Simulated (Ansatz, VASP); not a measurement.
**BN in VASP and in Ansatz**

The input INCAR:

```
SYSTEM = BN
PREC = Accurate
ENCUT = 520
EDIFF = 1E-7
ISMEAR = 0
SIGMA = 0.05
LREAL = .FALSE.
LASPH = .TRUE.
NELM = 60
ALGO = Normal
ISIF = 2
LWAVE = .FALSE.
LCHARG = .TRUE.
GGA = CA
LELF = .TRUE.
LVHAR = .TRUE.
NBANDS = 16
```

Contents of KPOINTS:

```
Automatic mesh
0
G
  12 12 4
  0 0 0
```

The input POSCAR:

```
BN
1.0
    2.4859821395      0.0000000000      0.0000000000
   -1.2429910698      2.1529236862      0.0000000000
    0.0000000000      0.0000000000      6.9759144817
B N
2 2
Direct
    0.3333333333      0.6666666667      0.2500000000
    0.6666666667      0.3333333333      0.7500000000
    0.3333333333      0.6666666667      0.7500000000
    0.6666666667      0.3333333333      0.2500000000
```

Input for Ansatz:

```yaml
crystal:
  lattice:
    - [2.4859821395, 0.0, 0.0]
    - [-1.2429910698, 2.1529236862, 0.0]
    - [0.0, 0.0, 6.9759144817]
  atoms:
    - { symbol: B, position: [0.3333333333, 0.6666666667, 0.25] }
    - { symbol: B, position: [0.6666666667, 0.3333333333, 0.75] }
    - { symbol: "N", position: [0.3333333333, 0.6666666667, 0.75] }
    - { symbol: "N", position: [0.6666666667, 0.3333333333, 0.25] }
basis:
  ecutwfc: 520.0
kpoints:
  mp_grid: { grid: [12, 12, 4] }
hamiltonian:
  xc: lda
  pseudopotentials: { kind: paw, azcp: { folder: soft_1 } }
scf:
  occupations: { method: gaussian, width: 0.05 }
output:
  forces: true
  stress: true
  eigenvalues: true
```

Alike in both runs: task single point; functional LDA; k mesh 12 × 12 × 4; occupations gaussian, width 0.05 eV; no spin polarisation.

|  | VASP | Ansatz |
| --- | --- | --- |
| version | VASP 6.6.1 | Ansatz 0.2.0 |
| potentials or method | VASP PAW LDA potentials, release 64 (B, N), cutoff 520 eV | scalar-relativistic, plane waves, PAW |
| valence electrons in the cell | 16 | 16 |

Ansatz gave:

| Item | Value |
| --- | --- |
| gap on the k mesh at the Fermi level (eV) | 4.20 |
| least direct gap on the mesh (eV) | 4.57 |
| pressure (GPa) | 0.2 |
| traceless stress, the component that is largest in VASP (GPa) | -1.43 |

Problem. What did VASP give for the same quantities?

Solution. gap on the k mesh at the Fermi level (eV): 4.19; least direct gap on the mesh (eV): 4.56; pressure (GPa): 0.8; traceless stress, the component that is largest in VASP (GPa): -2.18.

Ansatz warns that its potentials were made for another functional, while VASP's fit it. LDA's correlation is that of Perdew and Zunger in VASP and of Perdew and Wang (1992) in Ansatz.
